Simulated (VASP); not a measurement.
Set up this calculation in VASP 6.6.1, as the native input.

- Task: relaxation of shape and atoms at fixed volume
- Functional: LDA
- Potentials or basis: VASP PAW LDA potentials, release 64 (Pb_d, S)
- Cutoff: 500 eV
- k mesh: 6 × 6 × 2
- Occupations: gaussian, width 0.05 eV
- Spin: no spin polarisation
- Dipole correction: no
- Further INCAR settings: ALGO = Normal; EDIFF = 1e-07; IBRION = 2; EDIFFG = -0.01; NSW = 60; ISIF = 4

The structure of PbS lies in POSCAR:

```
PbS
1.0
    2.9357197958     -2.9357198589      0.0000378322
    2.9357197958      2.9357198589      0.0000378322
   -1.0781428555      0.0000000000     12.0008711238
Pb S
2 2
Direct
    0.7715984255      0.7715984255      0.6176276461
    0.2284015745      0.2284015745      0.3823723539
    0.2691293993      0.2691293993      0.6041878755
    0.7308706007      0.7308706007      0.3958121245
```

The input as run:

INCAR

```
PREC = Accurate
ENCUT = 500
EDIFF = 1E-7
ISMEAR = 0
SIGMA = 0.05
LREAL = F
LASPH = T
NELM = 120
ALGO = Normal
ISIF = 4
LWAVE = F
LCHARG = F
GGA = CA
IBRION = 2
NSW = 60
EDIFFG = -0.01
GGA_COMPAT = F
NELMIN = 4
```

KPOINTS

```
Automatic mesh
0
Gamma
  6 6 2
```

Potentials or basis: VASP PAW LDA potentials, release 64 (Pb_d, S).

Run with:

```bash
$ cat potpaw_LDA.64/Pb_d/POTCAR potpaw_LDA.64/S/POTCAR > POTCAR
$ mpirun -np 1 vasp_std > vasp.out
```

It gave:

```
Energy gained by relaxing    : 1.7 meV/atom
Ionic steps                  : 10
Largest force after relaxing : 0.007 eV/Å
Band gap on the k mesh       : 1.85 eV (least direct gap 2.04 eV)
```

Caveat: there is no dipole correction, which matters where the two faces differ; the relaxation moved the vacuum too, so the length across it says nothing of the material; spin-orbit coupling is left out, which moves the levels of the heavy elements.

Wall time 11 min on 1 thread of Oxide Virtual Turin-like Processor (shared host), peak memory 0.25 GiB.
